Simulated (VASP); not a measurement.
Cu2O:

```xyz
6
Lattice="4.2600 0.0000 0.0000 0.0000 4.2600 0.0000 0.0000 0.0000 4.2600" Properties=species:S:1:pos:R:3 pbc="T T T"
Cu    1.0650    1.0650    1.0650
Cu    1.0650    3.1950    3.1950
Cu    3.1950    1.0650    3.1950
Cu    3.1950    3.1950    1.0650
O     4.2600    4.2600    4.2600
O     2.1300    2.1300    2.1300
```

Base run:

```yaml
Program: VASP 6.6.1
Functional: PBEsol
Potentials_or_basis: VASP PAW PBE potentials, release 64 (Cu, O)
Cutoff: 600 eV
k_mesh: 4 × 4 × 4
Occupations: gaussian, width 0.01 eV
Spin: no spin polarisation
Hubbard_terms: Cu d U = 4.5 eV
```

Its results: band gap on the k mesh 0.70 eV; pressure -4.1 GPa.

Q: After a change of settings the same cell gave: band gap on the k mesh 0.76 eV; pressure -4.7 GPa. Which change was it?
A. hubbard terms from Cu d U = 4.5 eV to Cu d U = 6.0 eV
B. hubbard terms from Cu d U = 4.5 eV to none
C. hubbard terms from Cu d U = 4.5 eV to Cu d U = 3.0 eV

A: A.

Caveats: the cell stands under tension; semilocal functionals underestimate gaps, and a narrow one can read as zero; the PAW data sets were made with another functional, which shifts forces and pressure a little.
